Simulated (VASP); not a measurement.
# TaN (P6/mmm) in VASP: a series of runs, part 3 of 3

VASP 6.6.1. Earlier steps stand in the parts before.

**6. Single point, LDA+U, collinear spin, zero start**

File INCAR:

```
SYSTEM = TaN
PREC = Accurate
ENCUT = 520
EDIFF = 1E-6
ISMEAR = 0
SIGMA = 0.05
LREAL = .False.
LASPH = .True.
NELM = 150
ALGO = Normal
ISIF = 2
LWAVE = .False.
LCHARG = .False.
ISPIN = 2
MAGMOM = 0 0 0 0 0 0
LORBIT = 11
LMAXMIX = 4
LDAU = .True.
LDAUTYPE = 2
LDAUL = 2 -1
LDAUU = 4 0
LDAUJ = 0 0
LDAUPRINT = 1
NBANDS = 37
```

File KPOINTS:

```
Automatic mesh
0
Gamma
  4 4 7
  0 0 0
```

File POSCAR:

```
TaN
1.0
    5.1850002000      0.0000000000      0.0000000000
   -2.5925001000      4.4903418900      0.0000000000
    0.0000000000      0.0000000000      2.9080005300
Ta N
3 3
Direct
    0.0000000000      0.0000000000      0.0000000000
    0.3333333333      0.6666666667      0.5000000000
    0.6666666667      0.3333333333      0.5000000000
    0.5000000000      0.0000000000      0.0000000000
    0.5000000000      0.5000000000      0.0000000000
    0.0000000000      0.5000000000      0.0000000000
```

Potentials or basis: VASP PAW LDA potentials, release 64 (Ta_pv, N).

Launch:

```bash
> cat potpaw_LDA.64/Ta_pv/POTCAR potpaw_LDA.64/N/POTCAR > POTCAR
> mpirun -np 1 vasp_std > vasp.out
```

OUTCAR:

```text
SYSTEM = TaN
   PREC = Accurate
   ENCUT = 520
   EDIFF = 1E-6
   ISMEAR = 0
   LREAL = .False.
   LASPH = .True.
   NELM = 150
   ISIF = 2
   ISPIN = 2
   LORBIT = 11

 ion  position               nearest neighbor table
   1  0.000  0.000  0.000-   5 2.59   6 2.59   6 2.59   5 2.59   4 2.59   4 2.59   2 3.33   3 3.33
                             2 3.33   3 3.33   2 3.33   2 3.33   3 3.33   3 3.33   2 3.33   3 3.33
   2  0.333  0.667  0.500-   4 2.09   4 2.09   6 2.09   6 2.09   5 2.09   5 2.09   3 2.99   3 2.99
                             3 2.99   1 3.33   1 3.33   1 3.33   1 3.33   1 3.33   1 3.33
   3  0.667  0.333  0.500-   4 2.09   4 2.09   6 2.09   6 2.09   5 2.09   5 2.09   2 2.99   2 2.99
                             2 2.99   1 3.33   1 3.33   1 3.33   1 3.33   1 3.33   1 3.33
   4  0.500  0.000  0.000-   2 2.09   3 2.09   2 2.09   3 2.09   1 2.59   1 2.59
   5  0.500  0.500  0.000-   2 2.09   3 2.09   2 2.09   3 2.09   1 2.59   1 2.59
   6  0.000  0.500  0.000-   2 2.09   3 2.09   2 2.09   3 2.09   1 2.59   1 2.59

  LATTYP: Found a hexagonal cell.
 ALAT       =     5.1850002000
 C/A-ratio  =     0.5608486823

  Lattice vectors:

 A1 = (   5.1850002000,   0.0000000000,   0.0000000000)
 A2 = (  -2.5925001000,   4.4903418900,   0.0000000000)
 A3 = (   0.0000000000,   0.0000000000,   2.9080005300)

Analysis of symmetry for initial positions (statically):
=====================================================================
 Subroutine PRICEL returns:
 Original cell was already a primitive cell.

 Routine SETGRP: Setting up the symmetry group for a
 hexagonal supercell.

 Subroutine GETGRP returns: Found 24 space group operations
 (whereof 24 operations were pure point group operations)
 out of a pool of 24 trial point group operations.

The static configuration has the point symmetry D_6h.

Analysis of symmetry for dynamics (positions and initial velocities):
=====================================================================
 Subroutine PRICEL returns:
 Original cell was already a primitive cell.

 Routine SETGRP: Setting up the symmetry group for a
[... 286 lines left out ...]
      3     -27.9212      1.00000
      4     -27.9212      1.00000
      5     -27.6377      1.00000
      6     -27.6377      1.00000
[... 613 lines left out ...]
     35      14.6593      0.00000
     36      15.5300      0.00000
 Fermi energy:         8.5865640158

 spin component 2

 k-point     1 :       0.0000    0.0000    0.0000
  band No.  band energies     occupation
      1     -28.2526      1.00000
      2     -28.2526      1.00000
      3     -27.9212      1.00000
      4     -27.9212      1.00000
      5     -27.6377      1.00000
      6     -27.6377      1.00000
[... 613 lines left out ...]
     35      14.6593      0.00000
     36      15.5300      0.00000
 [bands above 36 left out]

------------------------ aborting loop because EDIFF is reached ----------------------------------------

  FORCE on cell =-STRESS in cart. coord.  units (eV):
  Direction    XX          YY          ZZ          XY          YZ          ZX
  --------------------------------------------------------------------------------------
  -------------------------------------------------------------------------------------
  Total        3.5610420      3.5610420      4.2339910      0.0000000     -0.0000000      0.0000000
  in kB       84.2684498     84.2684497    100.1931083      0.0000000     -0.0000000      0.0000000
  external PRESSURE =      89.5766693 kB  Pullay stress =       0.0000000 kB

 VOLUME and BASIS-vectors are now :
 -----------------------------------------------------------------------------
  energy-cutoff  :      520.00
  volume of cell :       67.71
      direct lattice vectors                 reciprocal lattice vectors
     5.185000200  0.000000000  0.000000000     0.192864023  0.111350096  0.000000000
    -2.592500100  4.490341890  0.000000000     0.000000000  0.222700192  0.000000000
     0.000000000  0.000000000  2.908000530     0.000000000  0.000000000  0.343878892

 POSITION                                       TOTAL-FORCE (eV/Angst)
 -----------------------------------------------------------------------------------
      0.00000      0.00000      0.00000        -0.000000      0.000000      0.000000
     -0.00000      2.99356      1.45400         0.000000     -0.000000     -0.000000
      2.59250      1.49678      1.45400        -0.000000      0.000000      0.000000
      2.59250      0.00000      0.00000        -0.000000      0.000000      0.000000
      1.29625      2.24517      0.00000        -0.000000      0.000000      0.000000
     -1.29625      2.24517      0.00000        -0.000000      0.000000      0.000000
 -----------------------------------------------------------------------------------
    total drift:                               -0.000000      0.000000     -0.000000

  FREE ENERGIE OF THE ION-ELECTRON SYSTEM (eV)
  ---------------------------------------------------
  free  energy   TOTEN  =       -60.5562362109 eV

  energy  without entropy=      -60.5550746904  energy(sigma->0) =      -60.55565545

 total charge

# of ion       s       p       d       tot
------------------------------------------
    1        0.295   6.134   2.117   8.546
    2        0.337   6.328   2.310   8.975
    3        0.337   6.328   2.310   8.975
    4        1.239   2.562   0.000   3.801
    5        1.239   2.562   0.000   3.801
    6        1.239   2.562   0.000   3.801
--------------------------------------------------
tot          4.687  26.475   6.737  37.898

 magnetization (x)

# of ion       s       p       d       tot
------------------------------------------
    1       -0.000  -0.000  -0.000  -0.000
    2        0.000   0.000   0.000   0.000
    3        0.000   0.000   0.000   0.000
    4       -0.000  -0.000   0.000  -0.000
    5       -0.000  -0.000   0.000  -0.000
    6       -0.000  -0.000   0.000  -0.000
--------------------------------------------------
tot         -0.000  -0.000  -0.000  -0.000
```

OSZICAR:

```text
N       E                     dE             d eps       ncg     rms          rms(c)
DAV:   1     0.450445632078E+03    0.45045E+03   -0.25138E+04  2368   0.136E+03
DAV:   2    -0.424389478389E+02   -0.49288E+03   -0.46612E+03  2662   0.410E+02
DAV:   3    -0.726179190530E+02   -0.30179E+02   -0.29563E+02  2890   0.985E+01
DAV:   4    -0.730580673284E+02   -0.44015E+00   -0.43735E+00  2906   0.119E+01
DAV:   5    -0.730633415532E+02   -0.52742E-02   -0.52716E-02  2818   0.116E+00    0.458E+01
DAV:   6    -0.613499699375E+02    0.11713E+02   -0.39060E+01  2804   0.364E+01    0.185E+01
DAV:   7    -0.607750545157E+02    0.57492E+00   -0.24519E+00  2708   0.109E+01    0.110E+01
DAV:   8    -0.605773778661E+02    0.19768E+00   -0.51321E-01  2645   0.438E+00    0.280E+00
DAV:   9    -0.605573558181E+02    0.20022E-01   -0.48012E-02  2866   0.186E+00    0.606E-01
DAV:  10    -0.605563503302E+02    0.10055E-02   -0.87894E-03  2697   0.581E-01    0.330E-01
DAV:  11    -0.605562471128E+02    0.10322E-03   -0.99846E-04  2929   0.216E-01    0.616E-02
DAV:  12    -0.605562369417E+02    0.10171E-04   -0.48933E-05  2821   0.471E-02    0.354E-02
DAV:  13    -0.605562362109E+02    0.73080E-06   -0.35176E-06  2458   0.106E-02
   1 F= -.60556236E+02 E0= -.60555655E+02  d E =-.116152E-02  mag=    -0.0000
```

Wall time 35 s (1 thread of Intel Xeon Platinum 8488C (Sapphire Rapids), shared host); peak memory 0.21 GiB.

Results:

* Free energy: -60.5562 eV
* Pressure: 9.0 GPa
* Band gap on the k mesh: zero (filled and empty bands overlap)
* Net moment: 0.00 μB per cell
* Valence electrons inside the program's atomic spheres: Ta 8.55, 8.97 (each value once); N 3.80

Eigenvalues of the final occupation matrices:
```tsv
site	spin	trace	eigenvalues
site 1 d	1	1.08	0.16 0.16 0.25 0.25 0.26
site 1 d	2	1.08	0.16 0.16 0.25 0.25 0.26
site 2 d	1	1.18	0.21 0.21 0.24 0.24 0.27
site 2 d	2	1.18	0.21 0.21 0.24 0.24 0.27
site 3 d	1	1.18	0.21 0.21 0.24 0.24 0.27
site 3 d	2	1.18	0.21 0.21 0.24 0.24 0.27
```

Caveat: the cell stands under pressure; spin-orbit coupling is left out, which moves the levels of the heavy elements.

**7. Single point, LDA+U, collinear spin, zero start**

File INCAR:

```
SYSTEM = TaN
  ALGO = Normal
  EDIFF = 1E-6
  ENCUT = 520
  GGA = CA
  ISIF = 2
  ISMEAR = 0
  ISPIN = 2
  LASPH = .TRUE.
  LCHARG = .FALSE.
  LDAU = .TRUE.
  LDAUJ = 0 0
  LDAUL = 2 -1
  LDAUPRINT = 1
  LDAUTYPE = 2
  LDAUU = 4 0
  LMAXMIX = 4
  LORBIT = 11
  LREAL = .FALSE.
  LWAVE = .FALSE.
  MAGMOM = 0 0 0 0 0 0
  NBANDS = 37
  NELM = 150
  PREC = Accurate
  SIGMA = 0.05
```

File KPOINTS:

```
k-points
0
G
  4 4 7
  0 0 0
```

POSCAR is that of step 6.

Launch:

```bash
> cat potpaw_LDA.64/Ta_pv/POTCAR potpaw_LDA.64/N/POTCAR > POTCAR
> mpirun -np 1 vasp_std > vasp.out
```

Run time: 39 s. Hardware: 1 thread of Intel Xeon Platinum 8488C (Sapphire Rapids), shared host; peak memory 0.2 GiB.

The run converged. Its results:

```
Free energy                                           : -60.5562 eV
Pressure                                              : 9.0 GPa
Band gap on the k mesh                                : zero (filled and empty bands overlap)
Net moment                                            : 0.00 μB per cell
Valence electrons inside the program's atomic spheres : Ta 8.55, 8.97 (each value once); N 3.80
```

Stress tensor (GPa, compression positive):
```
 8.43  0.00  0.00
 0.00  8.43  0.00
 0.00  0.00 10.02
```

Levels at points of the mesh, in eV from the Fermi level:
Spin up:
| k point | band 21 | band 22 | band 23 | band 24 | band 25 | band 26 | band 27 | band 28 |
| --- | --- | --- | --- | --- | --- | --- | --- | --- |
| (0.00, 0.00, 0.00) | -3.12 | -2.71 | -2.10 | -1.11 | -1.11 | 0.89 | 0.89 | 1.00 |
| (0.50, 0.00, 0.00) | -3.55 | -3.03 | -1.86 | -0.66 | 1.42 | 1.95 | 2.00 | 2.36 |
Spin down:
```tsv
k point	band 20	band 21	band 22	band 23	band 24	band 25	band 26	band 27	band 28	band 29
(0.00, 0.00, 0.00)	-3.12	-3.12	-2.71	-2.10	-1.11	-1.11	0.89	0.89	1.00	2.38
(0.50, 0.00, 0.00)	-4.73	-3.55	-3.03	-1.86	-0.66	1.42	1.95	2.00	2.36	2.45
```

Eigenvalues of the final occupation matrices:
| site | spin | trace | eigenvalues |
| --- | --- | --- | --- |
| site 1 d | 1 | 1.08 | 0.16 0.16 0.25 0.25 0.26 |
| site 1 d | 2 | 1.08 | 0.16 0.16 0.25 0.25 0.26 |
| site 2 d | 1 | 1.18 | 0.21 0.21 0.24 0.24 0.27 |
| site 2 d | 2 | 1.18 | 0.21 0.21 0.24 0.24 0.27 |
| site 3 d | 1 | 1.18 | 0.21 0.21 0.24 0.24 0.27 |
| site 3 d | 2 | 1.18 | 0.21 0.21 0.24 0.24 0.27 |

Caveat: the cell stands under pressure; spin-orbit coupling is left out, which moves the levels of the heavy elements.
